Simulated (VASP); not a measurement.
# La3Be4 (P-43m) in VASP: a series of runs

The runs below take La3Be4 through relaxation of cell and atoms, single point, with PBE.

Everything below comes from runs of VASP 6.6.1. Logs are shortened: lines on timing, memory, paths and dates and some standing lists are left out, and cuts for length are marked.

## (1) The cell of the first run

It takes space group P-43m (No. 215, cubic). The conventional cell has a = 5.498 Å, b = 5.498 Å, c = 5.498 Å, α = 90.00°, β = 90.00°, γ = 90.00°. Within 3.9 Å of La (site symmetry -42m) lie 4 Be at 2.94 Å and 8 La at 3.89 Å. Be (site symmetry 3m) has 3 Be at 2.07 Å within 2.7 Å.

The cell was built from a structure type or drawn by symmetry, and may not be a known phase.

## (2) Relaxation of cell and atoms, PBE

INCAR

```
ALGO = Normal
EDIFF = 1E-6
EDIFFG = -0.01
ENCUT = 600
GGA = PE
IBRION = 2
ISIF = 3
ISMEAR = 0
LASPH = T
LCHARG = F
LREAL = F
LWAVE = F
NELM = 100
NSW = 100
PREC = Accurate
SIGMA = 0.1
```

KPOINTS

```
k-points
0
Gamma
  8 8 8
```

POSCAR

```
La3Be4
1.0
    5.4984644862      0.0000000000      0.0000000000
    0.0000000000      5.4984644862      0.0000000000
    0.0000000000      0.0000000000      5.4984644862
La Be
3 4
Direct
    0.0000000000      0.0000000000      0.5000000000
    0.5000000000      0.0000000000      0.0000000000
    0.0000000000      0.5000000000      0.0000000000
    0.6333110919      0.6333110919      0.6333110919
    0.3666889081      0.3666889081      0.6333110919
    0.3666889081      0.6333110919      0.3666889081
    0.6333110919      0.3666889081      0.3666889081
```

Potentials or basis: VASP PAW PBE potentials, release 64 (La, Be).

The run is started by

```
$ cat potpaw_PBE.64/La/POTCAR potpaw_PBE.64/Be/POTCAR > POTCAR
$ mpirun -np 1 vasp_std > vasp.out
```

OUTCAR:

```text
EDIFF = 1E-6
   EDIFFG = -0.01
   ENCUT = 600
   GGA = PE
   IBRION = 2
   ISIF = 3
   ISMEAR = 0
   LASPH = T
   LREAL = F
   NELM = 100
   NSW = 100
   PREC = Accurate

 ion  position               nearest neighbor table
   1  0.000  0.000  0.500-   4 2.94   5 2.94   6 2.94   7 2.94
   2  0.500  0.000  0.000-   4 2.94   5 2.94   6 2.94   7 2.94
   3  0.000  0.500  0.000-   4 2.94   5 2.94   6 2.94   7 2.94
   4  0.633  0.633  0.633-   5 2.07   6 2.07   7 2.07   1 2.94   2 2.94   3 2.94
   5  0.367  0.367  0.633-   4 2.07   6 2.07   7 2.07   1 2.94   2 2.94   3 2.94
   6  0.367  0.633  0.367-   4 2.07   5 2.07   7 2.07   1 2.94   2 2.94   3 2.94
   7  0.633  0.367  0.367-   4 2.07   5 2.07   6 2.07   1 2.94   2 2.94   3 2.94

  LATTYP: Found a simple cubic cell.
 ALAT       =     5.4984644862

  Lattice vectors:

 A1 = (   5.4984644862,   0.0000000000,   0.0000000000)
 A2 = (   0.0000000000,   5.4984644862,   0.0000000000)
 A3 = (   0.0000000000,   0.0000000000,   5.4984644862)

Analysis of symmetry for initial positions (statically):
=====================================================================
 Subroutine PRICEL returns:
 Original cell was already a primitive cell.

 Routine SETGRP: Setting up the symmetry group for a
 simple cubic supercell.

 Subroutine GETGRP returns: Found 24 space group operations
 (whereof 24 operations were pure point group operations)
 out of a pool of 48 trial point group operations.

The static configuration has the point symmetry T_d .

Analysis of symmetry for dynamics (positions and initial velocities):
=====================================================================
 Subroutine PRICEL returns:
 Original cell was already a primitive cell.

 Routine SETGRP: Setting up the symmetry group for a
 simple cubic supercell.

 Subroutine GETGRP returns: Found 24 space group operations
 (whereof 24 operations were pure point group operations)
 out of a pool of 48 trial point group operations.

The dynamic configuration has the point symmetry T_d .

 Subroutine INISYM returns: Found 24 space group operations
 (whereof 24 operations are pure point group operations),
 and found     1 'primitive' translations

----------------------------------------------------------------------------------------

                                     Primitive cell

  volume of cell :     166.2357

  direct lattice vectors                    reciprocal lattice vectors
     5.498464486  0.000000000  0.000000000     0.181868957  0.000000000  0.000000000
     0.000000000  5.498464486  0.000000000     0.000000000  0.181868957  0.000000000
     0.000000000  0.000000000  5.498464486     0.000000000  0.000000000  0.181868957

  length of vectors
     5.498464486  5.498464486  5.498464486     0.181868957  0.181868957  0.181868957

  position of ions in fractional coordinates (direct lattice)
     0.000000000  0.000000000  0.500000000
     0.500000000  0.000000000  0.000000000
     0.000000000  0.500000000  0.000000000
     0.633311092  0.633311092  0.633311092
     0.366688908  0.366688908  0.633311092
     0.366688908  0.633311092  0.366688908
     0.633311092  0.366688908  0.366688908

  ion indices of the primitive-cell ions
   primitive index   ion index
                 1           1
                 2           2
                 3           3
                 4           4
                 5           5
                 6           6
                 7           7

----------------------------------------------------------------------------------------

 KPOINTS: k-points

Automatic generation of k-mesh.
 Grid dimensions read from file:
 generate k-points for:    8    8    8

 Generating k-lattice:

  Cartesian coordinates                     Fractional coordinates (reciprocal lattice)
     0.022733620  0.000000000  0.000000000     0.125000000  0.000000000  0.000000000
     0.000000000  0.022733620  0.000000000     0.000000000  0.125000000  0.000000000
     0.000000000  0.000000000  0.022733620     0.000000000  0.000000000  0.125000000

  Length of vectors
     0.022733620  0.022733620  0.022733620

  Shift w.r.t. Gamma in fractional coordinates (k-lattice)
     0.000000000  0.000000000  0.000000000

 Subroutine IBZKPT returns following result:
 ===========================================

 Found     35 irreducible k-points:

 Following reciprocal coordinates:
            Coordinates               Weight
  0.000000  0.000000  0.000000      1.000000
  0.125000  0.000000  0.000000      6.000000
  0.250000  0.000000  0.000000      6.000000
  0.375000  0.000000  0.000000      6.000000
  0.500000  0.000000  0.000000      3.000000
  0.125000  0.125000  0.000000     12.000000
[... 16 lines left out ...]
  0.375000  0.375000  0.125000     24.000000
  0.500000  0.375000  0.125000     24.000000
 [... further k-points ...]
   k-points           NKPTS =     35   k-points in BZ     NKDIM =     35   number of bands    NBANDS=     24
   number of dos      NEDOS =    301   number of ions     NIONS =      7
   total plane-waves  NPLWV = 110592
   dimension x,y,z NGX =    48 NGY =   48 NGZ =   48
   dimension x,y,z NGXF=    96 NGYF=   96 NGZF=   96
   ions per type =               3   4
   NGX,Y,Z   is equivalent  to a cutoff of  14.51, 14.51, 14.51 a.u.
   NGXF,Y,Z  is equivalent  to a cutoff of  29.03, 29.03, 29.03 a.u.
 SYSTEM =  unknown system
   PREC   = accura    normal or accurate (medium, high low for compatibility)
   ISTART =      0    job   : 0-new  1-cont  2-samecut
   ICHARG =      2    charge: 1-file 2-atom 10-const
   ISPIN  =      1    spin polarized calculation?
   LNONCOLLINEAR =      F non collinear calculations
   LSORBIT =      F    spin-orbit coupling
   LASPH  =      T    aspherical Exc in radial PAW
   ENCUT  =  600.0 eV  44.10 Ry    6.64 a.u.  10.98 10.98 10.98*2*pi/ulx,y,z
   NELM   =    100;   NELMIN=  2; NELMDL= -5     # of ELM steps
   EDIFF  = 0.1E-05   stopping-criterion for ELM
   LREAL  =      F    real-space projection
   EDIFFG = -.1E-01   stopping-criterion for IOM
   NSW    =    100    number of steps for IOM
   IBRION =      2    ionic relax: 0-MD 1-quasi-New 2-CG
   NFREE  =      1    steps in history (QN), initial steepest desc. (CG)
   ISIF   =      3    stress and relaxation
   ISYM   =      2    0-nonsym 1-usesym 2-fastsym
   POTIM  = 0.5000    time-step for ionic-motion
   TEBEG  =    0.0;   TEEND  =   0.0 temperature during run
   PSTRESS=    0.0 pullay stress
   NELECT =      41.0000    total number of electrons
   NUPDOWN=      -1.0000    fix difference up-down
   EMIN   =  10.00;   EMAX   =-10.00  energy-range for DOS
   EFERMI =   0.00;   METHOD = LEGACY
   ISMEAR =     0;   SIGMA  =   0.10  broadening in eV -4-tet -1-fermi 0-gaus
   EFERMI_NEDOS =   21; number of points for ismear=-14 and -15
   IALGO  =     38    algorithm
   IMIX   =      4    mixing-type and parameters
     AMIX     =   0.40;   BMIX     =  1.00
     AMIX_MAG =   1.60;   BMIX_MAG =  1.00
  volume/ion in A,a.u.               =      23.75       160.26
  Fermi-wavevector in a.u.,A,eV,Ry     =   1.026663  1.940112 14.341050  1.054037
  Thomas-Fermi vector in A             =   2.160568
   LORBIT       =      0    0 simple, 1 ext, 2 COOP (PROOUT), +10 PAW based schemes
   GGA     = PE    functional components
   LHFCALC =     F    Hartree Fock is set to
   AEXX    =    0.0000 exact exchange contribution
   IVDW    =     0    specifies the selected vdW correction
   LEPSILON=     F    determine dielectric tensor
   LRPA    =     F    only Hartree local field effects (RPA)
 conjugate gradient relaxation of ions
 non-spin polarized calculation
 Gauss-broadening in eV      SIGMA  =   0.10
  energy-cutoff  :      600.00
  volume of cell :      166.24
 maximum number of plane-waves:      5580
 NGX is ok and might be reduce to    48
   NGX = 21   NGY = 21   NGZ = 21

 number of electron      40.9999998 magnetization

 Free energy of the ion-electron system (eV)
  ---------------------------------------------------
  ext. energy  EPLUGINS =         0.00000000
  ---------------------------------------------------
  free energy    TOTEN  =       -26.95399561 eV

  energy without entropy =      -26.93313944  energy(sigma->0) =      -26.94356752

 E-fermi :   5.9971     XC(G=0):  -9.2325

 val. band max:        5.9010172260   @ k =   0.5000   0.0000   0.0000
 cond. band min:       5.9995394730   @ k =   0.2500   0.2500   0.1250
 fundamental gap:      0.0985222470
 Fermi energy:         5.9970829935

 k-point     1 :       0.0000    0.0000    0.0000
  band No.  band energies     occupation
      1     -26.7846      2.00000
      2     -26.6584      2.00000
      3     -26.6584      2.00000
      4     -10.8145      2.00000
      5     -10.8145      2.00000
      6     -10.8145      2.00000
[... 16 lines left out ...]
     23       4.9386      2.00000
     24       7.5850      0.00000

 k-point     2 :       0.1250    0.0000    0.0000
  band No.  band energies     occupation
      1     -26.7804      2.00000
      2     -26.6626      2.00000
      3     -26.6583      2.00000
      4     -10.8000      2.00000
      5     -10.8000      2.00000
      6     -10.7933      2.00000
[... 16 lines left out ...]
     23       5.4559      2.00000
     24       7.3157      0.00000

 k-point     3 :       0.2500    0.0000    0.0000
  band No.  band energies     occupation
      1     -26.7686      2.00000
      2     -26.6745      2.00000
      3     -26.6582      2.00000
      4     -10.7606      2.00000
      5     -10.7606      2.00000
      6     -10.7316      2.00000
[... 16 lines left out ...]
     23       6.0124      0.82858
     24       7.0633      0.00000
[... 514 lines left out ...]
 k-point    23 :       0.3750    0.3750    0.1250
  band No.  band energies     occupation
      1     -26.7246      2.00000
      2     -26.6940      2.00000
      3     -26.6819      2.00000
      4     -10.8177      2.00000
      5     -10.7205      2.00000
      6     -10.5817      2.00000
[... 16 lines left out ...]
     23       6.5573      0.00000
     24       7.0143      0.00000

 k-point    24 :       0.5000    0.3750    0.1250
  band No.  band energies     occupation
      1     -26.7151      2.00000
      2     -26.7001      2.00000
      3     -26.6852      2.00000
      4     -10.8082      2.00000
      5     -10.7558      2.00000
      6     -10.5843      2.00000
[... 16 lines left out ...]
     23       6.7280      0.00000
     24       6.8534      0.00000

 [... further k-points ...]

------------------------ aborting loop because EDIFF is reached ----------------------------------------

  FORCE on cell =-STRESS in cart. coord.  units (eV):
  Direction    XX          YY          ZZ          XY          YZ          ZX
  --------------------------------------------------------------------------------------
  -------------------------------------------------------------------------------------
  Total        0.0129249      0.0129249      0.0129249     -0.0000000     -0.0000000      0.0000000
  in kB        0.1245696      0.1245696      0.1245696     -0.0000000     -0.0000000      0.0000000
  external PRESSURE =       0.1245696 kB  Pullay stress =       0.0000000 kB

 VOLUME and BASIS-vectors are now :
 -----------------------------------------------------------------------------
  energy-cutoff  :      600.00
  volume of cell :      166.24
      direct lattice vectors                 reciprocal lattice vectors
     5.498464486  0.000000000  0.000000000     0.181868957  0.000000000  0.000000000
     0.000000000  5.498464486  0.000000000     0.000000000  0.181868957  0.000000000
     0.000000000  0.000000000  5.498464486     0.000000000  0.000000000  0.181868957

 POSITION                                       TOTAL-FORCE (eV/Angst)
 -----------------------------------------------------------------------------------
      0.00000      0.00000      2.74923         0.000000      0.000000     -0.000000
      2.74923      0.00000      0.00000         0.000000      0.000000     -0.000000
      0.00000      2.74923      0.00000         0.000000      0.000000     -0.000000
      3.48224      3.48224      3.48224        -0.004275     -0.004275     -0.004275
      2.01623      2.01623      3.48224         0.004275      0.004275     -0.004275
      2.01623      3.48224      2.01623         0.004275     -0.004275      0.004275
      3.48224      2.01623      2.01623        -0.004275      0.004275      0.004275
 -----------------------------------------------------------------------------------
    total drift:                               -0.000000     -0.000000     -0.000000

  FREE ENERGIE OF THE ION-ELECTRON SYSTEM (eV)
  ---------------------------------------------------
  free  energy   TOTEN  =       -26.9539956080 eV

  energy  without entropy=      -26.9331394373  energy(sigma->0) =      -26.94356752

 reached required accuracy - stopping structural energy minimisation
```

Wall time 1.7 min (1 thread of Intel Xeon 6975P-C (Granite Rapids), shared host); peak memory 0.44 GiB.

Results:

```
Free energy                  : -26.9540 eV
Pressure after relaxing      : 0.0 GPa
Largest force after relaxing : 0.007 eV/Å
Band gap on the k mesh       : zero (an odd number of electrons rules out a gap without spin polarisation)
```

Forces on the atoms (eV/Å):
```
La   0.000  0.000  0.000
La   0.000  0.000  0.000
La   0.000  0.000  0.000
Be  -0.004 -0.004 -0.004
Be   0.004  0.004 -0.004
Be   0.004 -0.004  0.004
Be  -0.004  0.004  0.004
```

Final structure:
```
La Be
1.0
     5.49846    0.00000    0.00000
     0.00000    5.49846    0.00000
     0.00000    0.00000    5.49846
La Be
3 4
Direct
  0.00000 0.00000 0.50000
  0.50000 0.00000 0.00000
  0.00000 0.50000 0.00000
  0.63331 0.63331 0.63331
  0.36669 0.36669 0.63331
  0.36669 0.63331 0.36669
  0.63331 0.36669 0.36669
```

Caveat: the relaxation stopped at its first step, so nothing moved; spin-orbit coupling is left out, which moves the levels of the heavy elements.

## (3) Single point, PBE

This run uses another cell than the first one, of 18.53 Å³/atom.

INCAR

```
SYSTEM = La3Be4
  PREC = Accurate
  ENCUT = 520
  EDIFF = 1E-6
  ISMEAR = 0
  SIGMA = 0.1
  LREAL = .FALSE.
  LASPH = .TRUE.
  NELM = 100
  ALGO = Normal
  ISIF = 2
  LWAVE = .FALSE.
  LCHARG = .TRUE.
  GGA = PE
  LELF = .TRUE.
  LVHAR = .TRUE.
  NBANDS = 30
```

KPOINTS

```
Automatic mesh
0
G
  4 4 4
  0 0 0
```

POSCAR

```
La3Be4
1.0
    5.0620738100      0.0000000000      0.0000000000
    0.0000000000      5.0620738100      0.0000000000
    0.0000000000      0.0000000000      5.0620738100
La Be
3 4
Direct
    0.0000000000      0.0000000000      0.5000000000
    0.5000000000      0.0000000000      0.0000000000
    0.0000000000      0.5000000000      0.0000000000
    0.7206873300      0.7206873300      0.7206873300
    0.2793126700      0.2793126700      0.7206873300
    0.2793126700      0.7206873300      0.2793126700
    0.7206873300      0.2793126700      0.2793126700
```

Potentials or basis: VASP PAW PBE potentials, release 64 (La, Be).

The run is started by

```
$ cat potpaw_PBE.64/La/POTCAR potpaw_PBE.64/Be/POTCAR > POTCAR
$ mpirun -np 1 vasp_std > vasp.out
```

It took 30 s on 1 thread of Intel Xeon 6975P-C (Granite Rapids), shared host; peak memory 0.26 GiB.

Results (log left out):

| Item | Value |
| --- | --- |
| Free energy | -13.3808 eV |
| Pressure | 29.1 GPa |
| Largest force | 5.212 eV/Å |
| Band gap on the k mesh | zero (an odd number of electrons rules out a gap without spin polarisation) |

Forces on the atoms (eV/Å):
```
La   0.000  0.000  0.000
La   0.000  0.000  0.000
La   0.000  0.000  0.000
Be  -3.009 -3.009 -3.009
Be   3.009  3.009 -3.009
Be   3.009 -3.009  3.009
Be  -3.009  3.009  3.009
```

Levels at points of the mesh, in eV from the Fermi level:
```csv
k point,band 18,band 19,band 20,band 21,band 22,band 23
"(0.00, 0.00, 0.00)",-2.15,-2.15,0.06,0.06,0.06,1.23
"(0.50, 0.00, 0.00)",-1.44,-0.61,-0.55,0.14,0.14,0.47
"(0.50, 0.50, 0.00)",-1.47,-0.75,0.03,0.18,0.18,0.34
"(0.50, 0.50, 0.50)",-0.25,-0.25,0.19,0.19,0.19,0.46
```

Caveat: the cell stands under pressure; spin-orbit coupling is left out, which moves the levels of the heavy elements; forces of over 1 eV/Å act on the atoms, so gaps and moduli don't describe the material at rest.

(Continued in part 2 of 2.)
